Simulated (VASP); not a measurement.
A run of VASP 6.6.1 is set up as follows.

File INCAR:

```
SYSTEM = TiO2
  PREC = Accurate
  ENCUT = 520
  EDIFF = 1E-8
  ISMEAR = 0
  SIGMA = 0.05
  LREAL = .False.
  LASPH = .True.
  NELM = 60
  ALGO = Normal
  ISIF = 2
  LWAVE = .False.
  LCHARG = .True.
  GGA = CA
  NBANDS = 33
  IBRION = 8
  NSW = 1
```

File KPOINTS:

```
regular mesh
0
Gamma
  6 6 10
  0 0 0
```

The input POSCAR:

```
TiO2
1.0
    4.5491223638      0.0000000000      0.0000000000
    0.0000000000      4.5491223638      0.0000000000
    0.0000000000      0.0000000000      2.9174869449
Ti O
2 4
Direct
    0.0000000000      0.0000000000      0.0000000000
    0.5000000000      0.5000000000      0.5000000000
    0.3039457558      0.3039457558      0.0000000000
    0.1960542442      0.8039457558      0.5000000000
    0.6960542442      0.6960542442      0.0000000000
    0.8039457558      0.1960542442      0.5000000000
```

Potentials or basis: VASP PAW LDA potentials, release 64 (Ti_sv, O).

Command:

```console
$ cat potpaw_LDA.64/Ti_sv/POTCAR potpaw_LDA.64/O/POTCAR > POTCAR
$ mpirun -np 1 vasp_std > vasp.out
```

Task: Estimate the highest phonon frequency at Γ, LO-TO splitting left out.

Result: 821 cm⁻¹.

Phonon frequencies in cm⁻¹ (negative: imaginary):
| q point | frequencies |
| --- | --- |
| (0.000, 0.000, 0.000) | 0 0 0 112 133 151 151 155 387 387 399 418 468 468 494 494 617 821 |

Caveat: the cell stands under pressure or tension, which shifts response properties.
